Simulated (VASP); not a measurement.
Al: single point with PBE

Al, a slab with vacuum:

```
CELL_PARAMETERS angstrom
5.70709 0.00000 0.00000
-2.85354 4.94248 0.00000
0.00000 0.00000 34.26056
ATOMIC_POSITIONS crystal
Al 0.16667 0.33333 0.11675
Al 0.16667 0.83333 0.11675
Al 0.66667 0.33333 0.11675
Al 0.66667 0.83333 0.11675
Al 0.00000 0.00000 0.18521
Al 0.00000 0.50000 0.18521
Al 0.50000 0.00000 0.18521
Al 0.50000 0.50000 0.18521
Al 0.33333 0.16667 0.25367
Al 0.33333 0.66667 0.25367
Al 0.83333 0.16667 0.25367
Al 0.83333 0.66667 0.25367
Al 0.00000 0.00000 0.32212
Al 0.00000 0.50000 0.32212
Al 0.50000 0.00000 0.32212
Al 0.50000 0.50000 0.32212
Al 0.16667 0.33333 0.38999
Al 0.16667 0.83333 0.38999
Al 0.66667 0.33333 0.38999
Al 0.66667 0.83333 0.38999
Al 0.00000 0.00000 0.45782
Al 0.00000 0.50000 0.45782
Al 0.50000 0.00000 0.45782
Al 0.50000 0.50000 0.45782
Al 0.33333 0.16667 0.52683
Al 0.33333 0.66667 0.52683
Al 0.83333 0.16667 0.52683
Al 0.83333 0.66667 0.52683
Al 0.00000 0.00000 0.59509
Al 0.00000 0.50000 0.59509
Al 0.50000 0.00000 0.59509
Al 0.50000 0.50000 0.59509
Al 0.16667 0.33333 0.66434
Al 0.16667 0.83333 0.66434
Al 0.66667 0.33333 0.66434
Al 0.66667 0.83333 0.66434
```

```
Program             : VASP 6.6.1
Task                : single point
Functional          : PBE
Potentials or basis : VASP PAW PBE potentials, release 64 (Al)
Cutoff              : 520 eV
k mesh              : 6 × 6 × 1
Occupations         : gaussian, width 0.1 eV
Spin                : no spin polarisation
```

The largest force is 0.069 eV/Å. The band gap on the k mesh is zero (bands 54 and 55 overlap by 1.25 eV).

Forces in eV/Å, atoms in the order of the input:
```
Al   0.000  0.000 -0.052
Al   0.000  0.000 -0.052
Al   0.000  0.000 -0.052
Al   0.000  0.000 -0.052
Al   0.000  0.000  0.069
Al   0.000  0.000  0.069
Al   0.000  0.000  0.069
Al   0.000  0.000  0.069
Al   0.000  0.000 -0.048
Al   0.000  0.000 -0.048
Al   0.000  0.000 -0.048
Al   0.000  0.000 -0.048
Al   0.000  0.000  0.036
Al   0.000  0.000  0.036
Al   0.000  0.000  0.036
Al   0.000  0.000  0.036
Al   0.000  0.000 -0.010
Al   0.000  0.000 -0.010
Al   0.000  0.000 -0.010
Al   0.000  0.000 -0.010
Al   0.000  0.000  0.016
Al   0.000  0.000  0.016
Al   0.000  0.000  0.016
Al   0.000  0.000  0.016
Al   0.000  0.000 -0.015
Al   0.000  0.000 -0.015
Al   0.000  0.000 -0.015
Al   0.000  0.000 -0.015
Al   0.000  0.000  0.015
Al   0.000  0.000  0.015
Al   0.000  0.000  0.015
Al   0.000  0.000  0.015
Al   0.000  0.000 -0.011
Al   0.000  0.000 -0.011
Al   0.000  0.000 -0.011
Al   0.000  0.000 -0.011
```

Levels at points of the mesh, in eV from the Fermi level:
| k point | band 51 | band 52 | band 53 | band 54 | band 55 | band 56 | band 57 | band 58 |
| --- | --- | --- | --- | --- | --- | --- | --- | --- |
| (0.00, 0.00, 0.00) | -1.27 | -1.27 | -1.27 | -1.08 | -0.57 | -0.57 | -0.57 | -0.45 |
| (0.50, 0.00, 0.00) | -0.11 | -0.11 | -0.11 | -0.11 | 0.27 | 0.27 | 0.41 | 0.41 |

Run time: 22 min on 1 thread of Intel(R) Xeon(R) 6975P-C (Granite Rapids), on a shared host, peak memory 0.97 GiB.
